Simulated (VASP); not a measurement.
**BaTe: single point with PBE**

Crystal: BaTe.

```
Ba Te
1.0
     0.00000    3.47250    3.47250
     3.47250    0.00000    3.47250
     3.47250    3.47250    0.00000
Ba Te
1 1
Direct
  0.00000 0.00000 0.00000
  0.50000 0.50000 0.50000
```

```yaml
Program: VASP 6.6.1
Task: single point
Functional: PBE
Potentials_or_basis: VASP PAW PBE potentials, release 64 (Ba_sv, Te)
Cutoff: 500 eV
k_mesh: 4 × 4 × 4
Occupations: gaussian, width 0.01 eV
Spin: no spin polarisation
```

The pressure is 2.1 GPa. The band gap on the k mesh is 1.46 eV (least direct gap 1.84 eV).

Levels at points of the mesh, in eV from the valence-band top:
```
           k point  band 4  band 5  band 6  band 7  band 8  band 9  band 10  band 11  band 12  band 13
(0.00, 0.00, 0.00)  -12.13   -9.59    0.00    0.00    0.00    2.90     2.90     2.90     3.00     3.54
(0.50, 0.00, 0.00)  -12.14   -8.79   -2.31   -1.18   -1.18    4.22     4.80     4.93     4.93     7.01
(0.50, 0.50, 0.00)  -12.22   -9.38   -1.14   -0.38   -0.38    1.46     4.46     4.74     5.69     5.81
```

Wall time 5.1 s on 1 thread of Intel(R) Xeon(R) 6975P-C (Granite Rapids) (shared host), peak memory 0.2 GiB.

Caveat: spin-orbit coupling is left out, which moves the levels of the heavy elements. A k mesh can miss the band edges.
